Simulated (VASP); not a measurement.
# Si2Ni: single point with PBE

Crystal: Si2Ni.

```
Si Ni
1.0
     0.00000    2.76426    2.64171
     2.76426    0.00000    2.64171
     2.76426    2.76426    0.00000
Si Ni
2 1
Direct
  0.25000 0.25000 0.25000
  0.75000 0.75000 0.75000
  0.00000 0.00000 0.00000
```

This cell differs from its parent crystal: strain +0.015 along x and y, -0.030 along z.

```yaml
Program: VASP 6.6.1
Task: single point
Functional: PBE
Potentials_or_basis: VASP PAW PBE potentials, release 64 (Si, Ni)
Cutoff: 520 eV
k_mesh: 16 × 16 × 16
Occupations: gaussian, width 0.15 eV
Spin: no spin polarisation
Dipole_correction: no
Further_INCAR_settings: ALGO = Normal; EDIFF = 1e-06; NBANDS = 16
```

```
Pressure               : -0.1 GPa
Band gap on the k mesh : zero (bands 9 and 10 overlap by 2.50 eV)
```

Stress tensor (GPa, compression positive):
```
-0.91  0.00  0.00
 0.00 -0.91  0.00
 0.00  0.00  1.44
```

Levels at points of the mesh, in eV from the Fermi level:
```tsv
k point	band 5	band 6	band 7	band 8	band 9	band 10	band 11	band 12	band 13	band 14
(0.00, 0.00, 0.00)	-3.41	-3.29	-0.41	1.34	1.90	1.90	2.19	2.19	2.68	4.26
(0.50, 0.00, 0.00)	-3.57	-3.17	-3.15	-1.51	-1.22	1.74	1.77	1.85	2.68	8.89
(0.50, 0.50, 0.00)	-4.55	-3.42	-3.42	-3.19	-2.97	-0.59	1.33	7.87	8.05	8.05
(0.50, 0.00, 0.50)	-4.04	-3.54	-3.38	-3.33	-2.94	-0.31	1.59	7.55	7.69	8.99
```

Run time: 2.5 min on 1 thread of Intel(R) Xeon(R) 6975P-C (Granite Rapids), on a shared host, peak memory 0.33 GiB.

Caveat: the cell differs from its parent crystal (strain +0.015 along x and y, -0.030 along z). Spin polarisation is off, so any magnetic state and its effect on volume and gap are missing.
